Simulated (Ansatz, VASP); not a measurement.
Two plane-wave programs on SrCo2

```xyz
3
Lattice="-2.0211 2.0211 4.1128 2.0211 -2.0211 4.1128 2.0211 2.0211 -4.1128" Properties=species:S:1:pos:R:3 pbc="T T T"
Sr    0.0000    0.0000    0.0000
Co    0.0000    0.0000    5.2239
Co    0.0000    0.0000    3.0017
```

Alike in both runs: functional PBE; k mesh 6 × 6 × 6; occupations gaussian, width 0.1 eV; collinear spin.

Ansatz relaxed the structure, and its values are those at the end. VASP's run is a single point on that final structure, the one shown.

```csv
,VASP,Ansatz
version,VASP 6.6.1,Ansatz 0.2.0
potentials or method,"VASP PAW PBE potentials, release 64 (Sr_sv, Co), cutoff 520 eV","scalar-relativistic, plane waves, PAW"
valence electrons in the cell,28,44
```

```csv
,VASP,Ansatz,Ansatz less VASP
gap on the k mesh at the Fermi level (eV),none,none,-
pressure (GPa),0.2,0.2,-0.03
rms of the force components (eV/Å),0.008,0.001,-0.0067
net moment per atom (μB),1.15,1.16,+0.017
size of the moment on the site where the two differ most (μB),1.82,1.80,-0.022
```

Site moments also hang on the region over which each program counts them. A gap of «none» marks a metal or a gap that the smearing closes. The functional is the same, so the differences come from potentials, cutoffs and numerics. VASP's potentials hold 28 valence electrons a cell and Ansatz's 44, so a difference there can come from the potentials and not from the codes.

The k mesh is coarse, so the values compare programs but aren't converged.
